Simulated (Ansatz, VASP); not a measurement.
# SnO in VASP and in Ansatz

```
Sn O
1.0
     0.00000    2.11354    2.11354
     2.11354    0.00000    2.11354
     2.11354    2.11354    0.00000
Sn O
1 1
Cartesian
  0.0000 0.0000 0.0000
  2.1135 2.1135 2.1135
```

Alike in both runs: task relaxation of cell and atoms; functional PBE; k mesh 8 × 8 × 8; occupations gaussian, width 0.1 eV; no spin polarisation.

|  | VASP | Ansatz |
| --- | --- | --- |
| version | VASP 6.6.1 | Ansatz 0.2.0 |
| potentials or method | VASP PAW PBE potentials, release 64 (Sn_d, O), cutoff 600 eV | scalar-relativistic, plane waves, PAW |
| valence electrons in the cell | 20 | 20 |

Ansatz gave:

```
gap on the k mesh at the Fermi level, each at its own relaxed structure (eV) : 0.89
relaxed volume (Å³/atom)                                                     : 16.76
relaxed length of the cell vector where the two differ most in proportion (Å)              : 3.619
```

Q: What did VASP give for the same quantities?

A: gap on the k mesh at the Fermi level, each at its own relaxed structure (eV): 0.89; relaxed volume (Å³/atom): 16.37; relaxed length of the cell vector where the two differ most in proportion (Å): 3.591.

Noted on VASP's run: the volume moved by over 15 % at a fixed basis, so the end points are rough.
